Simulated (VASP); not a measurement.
Wanted: the native input for a VASP 6.6.1 run.

- Task: single point
- Functional: LDA
- Potentials or basis: VASP PAW LDA potentials, release 64 (Mg, Cd, S)
- Cutoff: 520 eV
- k mesh: 6 × 6 × 4
- Occupations: fermi-dirac, width 0.1 eV
- Spin: no spin polarisation
- Dipole correction: no
- Further INCAR settings: ALGO = Normal; EDIFF = 1e-07; NBANDS = 21

The structure of MgCdS2 lies in POSCAR:

```
MgCdS2
1.0
    3.8577827461      0.0000000000      0.0000000000
    0.0000000000      3.8577827461      0.0000000000
    0.0000000000      0.0000000000      5.4565766538
Mg Cd S
1 1 2
Direct
    0.5000000000      0.5000000000      0.5000000000
    0.0000000000      0.0000000000      0.0000000000
    0.0000000000      0.0000000000      0.5000000000
    0.5000000000      0.5000000000      0.0000000000
```

One way to write it, as run:

INCAR

```
ALGO = Normal
EDIFF = 1E-7
ENCUT = 520
ISIF = 2
ISMEAR = -1
LASPH = T
LCHARG = F
LREAL = F
LWAVE = F
NBANDS = 21
NELM = 60
PREC = Accurate
SIGMA = 0.1
```

KPOINTS

```
k-points
0
Gamma
  6 6 4
```

Potentials or basis: VASP PAW LDA potentials, release 64 (Mg, Cd, S).

Run with:

```console
$ cat potpaw_LDA.64/Mg/POTCAR potpaw_LDA.64/Cd/POTCAR potpaw_LDA.64/S/POTCAR > POTCAR
$ mpirun -np 1 vasp_std > vasp.out
```

It gave:

| Item | Value |
| --- | --- |
| Pressure | -7.9 GPa |
| Band gap on the k mesh | zero (bands 13 and 14 overlap by 0.02 eV) |

Caveat: the cell stands under tension; semilocal functionals underestimate gaps, so a narrow gap can read as zero.

Wall time 62 s on 1 thread of AMD EPYC 7R13, with other jobs on the host, peak memory 0.16 GiB.
